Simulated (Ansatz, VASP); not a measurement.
TiH5: VASP beside Ansatz

```
Ti H
1.0
    -2.23341    1.97273    2.22978
     2.23341   -1.97273    2.22978
     2.23341    1.97273   -2.22978
Ti H
1 5
Direct
  0.50000 0.50000 0.00000
  0.50000 0.00000 0.00000
  0.50000 0.50000 0.50000
  0.00000 0.00000 0.50000
  0.00000 0.50000 0.00000
  0.00000 0.50000 0.50000
```

Alike in both runs: functional PBE; k mesh 5 × 5 × 5; occupations gaussian, width 0.2 eV; no spin polarisation.

Ansatz relaxed the structure, and its values are those at the end. VASP's run is a single point on that final structure, the one shown.

|  | VASP | Ansatz |
| --- | --- | --- |
| version | VASP 6.6.1 | Ansatz 0.2.0 |
| potentials or method | VASP PAW PBE potentials, release 64 (Ti_sv, H), cutoff 500 eV | scalar-relativistic, plane waves, PAW |
| valence electrons in the cell | 17 | 17 |

```csv
,VASP,Ansatz,Ansatz less VASP
gap on the k mesh at the Fermi level (eV),none,none,-
pressure (GPa),-0.3,0.0,+0.22
```

A gap of «none» marks a metal or a gap that the smearing closes.

The k mesh is coarse, so the values compare programs but aren't converged.
